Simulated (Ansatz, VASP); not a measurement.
**Two plane-wave programs on Ag**

The input POSCAR:

```
Ag
1.0
    2.9239437779      0.0000000000      0.0000000000
   -1.4619718889      2.5322095909      0.0000000000
    0.0000000000      0.0000000000     28.9321818243
Ag
4
Direct
    0.6666666667      0.3333333333      0.5333121146
    0.3333333333      0.6666666667      0.6148451551
    0.0000000000      1.0000000000      0.6951107372
    0.6666666667      0.3333333333      0.7754367412
```

Contents of INCAR.step1:

```
SYSTEM = Ag
ALGO = Normal
DIPOL = 0.5 0.5 0.655
EDIFF = 1E-5
ENCUT = 440
GGA = PE
GGA_COMPAT = .FALSE.
IDIPOL = 3
ISMEAR = 1
LASPH = .TRUE.
LCHARG = .FALSE.
LDIPOL = .TRUE.
LREAL = .FALSE.
LWAVE = .TRUE.
NBANDS = 30
NELM = 120
NELMDL = -8
PREC = Accurate
SIGMA = 0.1
```

File INCAR.step2:

```
SYSTEM = Ag
ALGO = Normal
BPARAM = 11.95
CPARAM = 0.0093
DIPOL = 0.5 0.5 0.655
EDIFF = 1E-6
ENCUT = 440
GGA_COMPAT = .FALSE.
IDIPOL = 3
ISIF = 2
ISMEAR = 1
ISTART = 1
IVDW_NL = 2
LASPH = .TRUE.
LCHARG = .FALSE.
LDIPOL = .TRUE.
LMIXTAU = .TRUE.
LREAL = .FALSE.
LUSE_VDW = .TRUE.
LWAVE = .FALSE.
METAGGA = R2SCAN
NBANDS = 30
NELM = 120
PREC = Accurate
SIGMA = 0.1
```

Contents of KPOINTS:

```
k-points
0
G
  15 15 1
  0 0 0
```

Input for Ansatz:

```yaml
crystal:
  lattice:
    - [2.9239437779, 0.0, 0.0]
    - [-1.4619718889, 2.5322095909, 0.0]
    - [0.0, 0.0, 28.9321818243]
  atoms:
    - { symbol: Ag, position: [0.6666666667, 0.3333333333, 0.5333121146] }
    - { symbol: Ag, position: [0.3333333333, 0.6666666667, 0.6148451551] }
    - { symbol: Ag, position: [0.0, 1.0, 0.6951107372] }
    - { symbol: Ag, position: [0.6666666667, 0.3333333333, 0.7754367412] }
basis:
  ecutwfc: 500
kpoints:
  mp_grid: { grid: [15, 15, 1] }
hamiltonian:
  xc: r2scan
  dispersion: rvv10
  pseudopotentials: { kind: paw, azcp: { folder: soft_1 } }
scf:
  occupations: { method: methfessel_paxton, width: 0.1 }
  n_extra_bands: 8
  max_iter: 160
output:
  forces: true
  eigenvalues: true
  write_density: true
  write_potential: true
  elf: true
  volumetric_format: npy
efield:
  axis: 3
  dipole_correction: true
```

Alike in both runs: task single point; functional r2SCAN; dispersion rVV10; k mesh 15 × 15 × 1; occupations methfessel-paxton of order 1, width 0.1 eV; no spin polarisation.

```csv
,VASP,Ansatz
version,VASP 6.6.1,Ansatz 0.2.0
potentials or method,"VASP PAW PBE potentials, release 64 (Ag), cutoff 440 eV","scalar-relativistic, plane waves, PAW"
valence electrons in the cell,44,76
```

VASP gave:

* gap on the k mesh at the Fermi level (eV): none
* rms of the force components (eV/Å): 0.067

Task: Estimate Ansatz's values.

Result: gap on the k mesh at the Fermi level (eV): none; rms of the force components (eV/Å): 0.071.

VASP's potentials were made for PBE, not for r2SCAN. Atom by atom the forces differ by 0.009 eV/Å (rms over components). A gap of «none» marks a metal or a gap that the smearing closes. VASP's potentials hold 44 valence electrons a cell and Ansatz's 76, so a difference there can come from the potentials and not from the codes. Ansatz's warnings: xc potential rough in thin density.
